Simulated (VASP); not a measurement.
Here is a VASP 6.6.1 calculation.

The input INCAR:

```
  ALGO = Normal
  EDIFF = 1E-6
  ENCUT = 520
  GGA = PE
  ISIF = 2
  ISMEAR = -1
  LASPH = T
  LCHARG = F
  LREAL = F
  LWAVE = F
  NBANDS = 26
  NELM = 100
  PREC = Accurate
  SIGMA = 0.05
```

The input KPOINTS:

```
k-points
0
Gamma
  12 12 4
```

POSCAR

```
C
1.0
    2.5388031358      0.0000000000      0.0000000000
   -1.2694015679      2.1986680108      0.0000000000
    0.0000000000      0.0000000000      8.2916519209
C
8
Direct
    0.6666666667      0.3333333333      0.8437500000
    0.3333333333      0.6666666667      0.3437500000
    0.6666666667      0.3333333333      0.6562500000
    0.3333333333      0.6666666667      0.1562500000
    0.0000000000      0.0000000000      0.9062500000
    0.0000000000      0.0000000000      0.4062500000
    0.0000000000      0.0000000000      0.5937500000
    0.0000000000      0.0000000000      0.0937500000
```

Potentials or basis: VASP PAW PBE potentials, release 64 (C).

Launch:

```bash
$ cat potpaw_PBE.64/C/POTCAR > POTCAR
$ mpirun -np 1 vasp_std > vasp.out
```

Problem. What does it give for the band gap on the k mesh?

Solution. 4.37 eV, indirect (least direct gap 5.14 eV).

Problem. Estimate the largest force.

Solution. 0.316 eV/Å.

Problem. What does it give for the pressure?

Solution. -5.6 GPa.

Stress tensor (GPa, compression positive):
```
-9.47  0.00  0.00
 0.00 -9.47  0.00
 0.00  0.00  2.20
```

 A k mesh can miss the band edges.
